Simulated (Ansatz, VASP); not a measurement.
## Two plane-wave programs on Hg

Contents of INCAR:

```
SYSTEM = Hg
PREC = Accurate
ENCUT = 600
EDIFF = 1E-6
ISMEAR = -1
SIGMA = 0.08
LREAL = .FALSE.
LASPH = .TRUE.
NELM = 80
ALGO = Normal
ISIF = 3
LWAVE = .FALSE.
LCHARG = .FALSE.
GGA = PS
IBRION = 2
NSW = 60
EDIFFG = -0.005
```

The input KPOINTS:

```
regular mesh
0
G
  17 17 17
  0 0 0
```

POSCAR

```
Hg
1.0
   -1.8143908132      1.8143908132      1.8143908132
    1.8143908132     -1.8143908132      1.8143908132
    1.8143908132      1.8143908132     -1.8143908132
Hg
1
Direct
    0.0000000000      0.0000000000      0.0000000000
```

Input for Ansatz:

```yaml
crystal:
  lattice:
    - [-1.8143908132, 1.8143908132, 1.8143908132]
    - [1.8143908132, -1.8143908132, 1.8143908132]
    - [1.8143908132, 1.8143908132, -1.8143908132]
  atoms:
    - { symbol: Hg, position: [0.0, 0.0, 0.0] }
kpoints:
  mp_grid: { grid: [17, 17, 17] }
scf:
  occupations: { method: fermi_dirac, width: 0.08 }
hamiltonian:
  xc: pbesol
  pseudopotentials: { kind: paw }
output:
  forces: true
  stress: true
relax:
  f_tol: 0.005
  max_steps: 40
  cell: {}
```

Alike in both runs: task relaxation of cell and atoms; functional PBEsol; k mesh 17 × 17 × 17; occupations fermi-dirac, width 0.08 eV; no spin polarisation.

```csv
,VASP,Ansatz
version,VASP 6.6.1,Ansatz 0.2.0
potentials or method,"VASP PAW PBE potentials, release 64 (Hg)","PAW with Ansatz's default frozen-core files, scalar-relativistic"
plane-wave cutoff (eV),600,420
valence electrons in the cell,12,20
```

```tsv
	VASP	Ansatz	Ansatz less VASP
relaxed volume (Å³/atom)	24.17	23.89	-0.275
relaxed cell length with the largest relative difference (Å)	3.155	3.143	-0.0120
```

VASP's potentials were made for PBE, not for PBEsol. VASP's potentials hold 12 valence electrons a cell and Ansatz's 20, so a difference there can come from the potentials and not from the codes.

Neither program's run includes spin-orbit coupling.
